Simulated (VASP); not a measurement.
A run of VASP 6.6.1:

Contents of INCAR:

```
SYSTEM = CoSi2
PREC = Accurate
ENCUT = 520
EDIFF = 1E-7
ISMEAR = -1
SIGMA = 0.05
LREAL = .FALSE.
LASPH = .TRUE.
NELM = 150
ALGO = Normal
ISIF = 2
LWAVE = .FALSE.
LCHARG = .FALSE.
ISPIN = 2
MAGMOM = 2 0 0
LORBIT = 11
LMAXMIX = 4
NBANDS = 20
```

KPOINTS

```
regular mesh
0
G
  9 9 9
  0 0 0
```

POSCAR

```
CoSi2
1.0
    0.0000000000      2.6780000000      2.6780000000
    2.6780000000      0.0000000000      2.6780000000
    2.6780000000      2.6780000000      0.0000000000
Co Si
1 2
Direct
    0.0000000000      0.0000000000      0.0000000000
    0.7500000000      0.7500000000      0.7500000000
    0.2500000000      0.2500000000      0.2500000000
```

Potentials or basis: VASP PAW LDA potentials, release 64 (Co, Si).

The run is started by

```bash
$ cat potpaw_LDA.64/Co/POTCAR potpaw_LDA.64/Si/POTCAR > POTCAR
$ mpirun -np 1 vasp_std > vasp.out
```

Hardware: 1 thread of Intel(R) Xeon(R) Platinum 8259CL CPU @ 2.50GHz (Skylake/Cascade Lake), on a shared host.

Question: Estimate the wall time of this run.

Answer: It took 63 s on 1 thread of Intel(R) Xeon(R) Platinum 8259CL CPU @ 2.50GHz (Skylake/Cascade Lake) (shared host), peak memory 0.17 GiB. Counts: scf iterations 15, k points 35.
